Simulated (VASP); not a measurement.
Si, 16 atoms in the cell. The structure is hexagonal, space group P6_3/mmc (No. 194). Conventional cell: a = 3.851 Å, b = 3.851 Å, c = 6.365 Å, α = 90.00°, β = 90.00°, γ = 120.00°. Si (site symmetry 3m) has 4 Si at 2.36 to 2.38 Å within 3.1 Å. 

| Item | Value |
| --- | --- |
| Program | VASP 6.6.1 |
| Task | single point |
| Functional | PBE |
| Potentials or basis | VASP PAW PBE potentials, release 64 (Si) |
| Cutoff | 520 eV |
| k mesh | 5 × 4 × 4 |
| Occupations | gaussian, width 0.02 eV |
| Spin | no spin polarisation |
| Dipole correction | no |
| Further INCAR settings | LREAL = Auto; ALGO = Normal; EDIFF = 1e-06; NBANDS = 46 |

Potentials or basis: VASP PAW PBE potentials, release 64 (Si).

Run with:

```console
$ cat potpaw_PBE.64/Si/POTCAR > POTCAR
$ mpirun -np 1 vasp_std > vasp.out
```

Hardware: 1 thread of Intel Xeon 6975P-C, on a shared host.

Task: Estimate the wall time of this run.

Result: Run time: 4.3 min on 1 thread of Intel Xeon 6975P-C (shared host), peak memory 0.43 GiB. Counts: scf iterations 14, k points 12.
